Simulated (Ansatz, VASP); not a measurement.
## CuAu: VASP beside Ansatz

```
Au Cu
1.0
     1.44306    0.83315    4.25617
    -1.44306    0.83315    4.25617
     0.00000   -1.66630    4.25617
Au Cu
1 1
Direct
  0.00000 0.00000 0.00000
  0.50000 0.50000 0.50000
```

Alike in both runs: functional PBE; k mesh 11 × 11 × 11; occupations fermi-dirac, width 0.05 eV; no spin polarisation.

```csv
,VASP,Ansatz
version,VASP 6.6.1,Ansatz 0.2.0
potentials or method,"VASP PAW PBE potentials, release 64 (Au, Cu), cutoff 520 eV","all-electron LAPW, scalar-relativistic"
task,single point,band structure
```

|  | VASP | Ansatz | Ansatz less VASP |
| --- | --- | --- | --- |
| gap on the k mesh at the Fermi level (eV) | none | none | - |
| pressure (GPa) | -1.2 | -0.4 | +0.81 |
| traceless stress, the component that is largest in VASP (GPa) | 1.27 | 1.17 | -0.102 |

A gap of «none» marks a metal or a gap that the smearing closes. Ansatz ran all-electron here, and VASP with PAW potentials.

Neither program's run includes spin-orbit coupling.
